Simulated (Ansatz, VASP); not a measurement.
One calculation of ZnS, two programs

File INCAR:

```
SYSTEM = ZnS
ALGO = Normal ; EDIFF = 1E-8
ENCUT = 520 ; GGA = PS
ISIF = 2 ; ISMEAR = -1
LASPH = .True. ; LCHARG = .False.
LEFG = .True. ; LREAL = .False.
LWAVE = .False. ; NBANDS = 26
NELM = 80 ; PREC = Accurate
SIGMA = 0.03
```

Contents of KPOINTS:

```
k-points
0
Gamma
  8 8 5
  0 0 0
```

POSCAR

```
ZnS
1.0
    3.8109987816      0.0381099878      0.0381099878
   -1.8724951732      3.2813667647      0.0139492237
    0.0623400000      0.0623400000      6.2340000000
Zn S
2 2
Direct
    0.3333333333      0.6666666667      0.0000000000
    0.6666666667      0.3333333333      0.5000000000
    0.3333333333      0.6666666667      0.3850000000
    0.6666666667      0.3333333333      0.8850000000
```

Input for Ansatz:

```yaml
crystal:
  lattice:
    - [3.8109987816, 0.0381099878, 0.0381099878]
    - [-1.8724951732, 3.2813667647, 0.0139492237]
    - [0.06234, 0.06234, 6.234]
  atoms:
    - { symbol: Zn, position: [0.3333333333, 0.6666666667, 0.0] }
    - { symbol: Zn, position: [0.6666666667, 0.3333333333, 0.5] }
    - { symbol: S, position: [0.3333333333, 0.6666666667, 0.385] }
    - { symbol: S, position: [0.6666666667, 0.3333333333, 0.885] }
kpoints:
  mp_grid: { grid: [8, 8, 5] }
scf:
  occupations: { method: fermi_dirac, width: 0.03 }
hamiltonian:
  xc: pbesol
  pseudopotentials: { kind: all_electron, datasets: crystal }
output:
  forces: true
  stress: true
  eigenvalues: true
  efg: { contact_densities: true }
```

Change from the starting cell: equal xy, yz and zx shear strains of +2 %, crystal datasets.

Alike in both runs: task electric field gradients; functional PBEsol; k mesh 8 × 8 × 5; occupations fermi-dirac, width 0.03 eV; no spin polarisation.

```csv
,VASP,Ansatz
version,VASP 6.6.1,Ansatz 0.2.0
potentials or method,"VASP PAW PBE potentials, release 64 (Zn, S), cutoff 520 eV","all-electron PAW with datasets made for the crystal, scalar-relativistic"
```

Ansatz gave:

```
gap on the k mesh at the Fermi level (eV)                     : 2.07
pressure (GPa)                                                : -1.2
traceless stress, the component that is largest in VASP (GPa) : -1.24
rms of the force components (eV/Å)                            : 0.199
size of Vzz on the site where it differs most (V/Å²)          : 18.4
```

**Question.** Which values does VASP return?

**Answer.** gap on the k mesh at the Fermi level (eV): 2.07; pressure (GPa): -1.0; traceless stress, the component that is largest in VASP (GPa): -1.26; rms of the force components (eV/Å): 0.200; size of Vzz on the site where it differs most (V/Å²): 19.9.

VASP's potentials were made for PBE, not for PBEsol. Atom by atom the forces differ by 0.002 eV/Å (rms over components). Ansatz ran all-electron here, and VASP with PAW potentials.
